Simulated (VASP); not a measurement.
Input of a VASP 6.6.1 run:

File INCAR:

```
PREC = Accurate ; ENCUT = 520
EDIFF = 1E-7 ; ISMEAR = -1
SIGMA = 0.05 ; LREAL = Auto
LASPH = True ; NELM = 100
ALGO = Normal ; ISIF = 2
LWAVE = False ; LCHARG = False
GGA = PE ; NBANDS = 39
```

KPOINTS

```
Automatic mesh
0
Gamma
  1 1 1
```

Contents of POSCAR:

```
H11C2NO4
1.0
    5.9154820000      0.0000000000      0.0000000000
    0.0000000000      5.9154820000      0.0000000000
    0.0000000000      0.0000000000      5.9154820000
O H C N
4 11 2 1
Direct
    0.8852025921      0.6666743302      0.6871122252
    0.2217739822     -0.0607389220      0.6995710578
    0.6384264207      0.0944132701      0.5208197743
   -0.0500381879      0.3795295126      0.2922162556
    1.0293328591      0.7516209161      0.6994020098
    0.7868166956      0.7963340942      0.6473859611
    0.1838227215      0.0959347015      0.7271258707
    0.3407161073     -0.0459810376      0.5821334593
    0.7258749160      0.1803403341      0.4077436124
    0.5822517928      0.1949460754      0.6264071127
   -0.1089344875      0.4850999462      0.4037709860
   -0.0323895838      0.4637830020      0.1482043221
    0.4352308062      0.5677812898      0.3376394350
    0.5707058191      0.7923614678      0.2002879901
    0.2732997920      0.8033495833      0.1821322421
    0.4209124464      0.6874334162      0.1868317747
    0.4204729217      0.5422043377     -0.0096357321
    0.4100764739      0.4181569651     -0.1619141095
```

Potentials or basis: VASP PAW PBE potentials, release 64 (O, H, C, N).

Launch:

```sh
$ cat potpaw_PBE.64/O/POTCAR potpaw_PBE.64/H/POTCAR potpaw_PBE.64/C/POTCAR potpaw_PBE.64/N/POTCAR > POTCAR
$ mpirun -np 1 vasp_gam > vasp.out
```

(1) Predict the band gap on the k mesh.

(2) Estimate the pressure.

(3) What does it give for the largest force?

## Answers

(1) 4.75 eV.

(2) 0.3 GPa.

(3) 3.306 eV/Å.

Caveat: the k points lie up to 1.06 Å⁻¹ apart.
